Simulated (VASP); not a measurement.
Crystal: Au.

```
Au
1.0
    -1.65727    1.65727    1.65727
     1.65727   -1.65727    1.65727
     1.65727    1.65727   -1.65727
Au
1
Direct
  0.00000 0.00000 0.00000
```

This isn't the form of Au at room conditions, which is fcc.

| Item | Value |
| --- | --- |
| Program | VASP 6.6.1 |
| Task | relaxation of cell and atoms |
| Functional | BLYP |
| Potentials or basis | VASP PAW PBE potentials, release 64 (Au_sv_GW) |
| Cutoff | 540 eV |
| k mesh | 11 × 11 × 11 |
| Occupations | fermi-dirac, width 0.05 eV |
| Spin | no spin polarisation |

At the start: pressure 9.2 GPa; volume 18.21 Å³/atom.

Problem. Where does the relaxation end?

Solution. Over 4 steps the energy falls by 34.0 meV/atom and the volume is 19.47 Å³/atom (+6.9 %); space group Im-3m (No. 229, to 0.1 Å) before and after.

The path:
| step | energy change (eV) | largest force (eV/Å) | pressure (GPa) | volume (Å³) |
| --- | --- | --- | --- | --- |
| 1 | 0.0000 | 0.0000 | 9.22 | 18.21 |
| 2 | 0.0080 | 0.0000 | -7.52 | 21.11 |
| 3 | -0.0340 | 0.0000 | -0.14 | 19.49 |
| 4 | -0.0340 | 0.0000 | 0.02 | 19.47 |

Final structure:
```
Au
1.0
    -1.69460    1.69460    1.69460
     1.69460   -1.69460    1.69460
     1.69460    1.69460   -1.69460
Au
1
Cartesian
  0.0000 0.0000 0.0000
```

Caveat: the PAW data sets were made with another functional, which shifts forces and pressure a little.
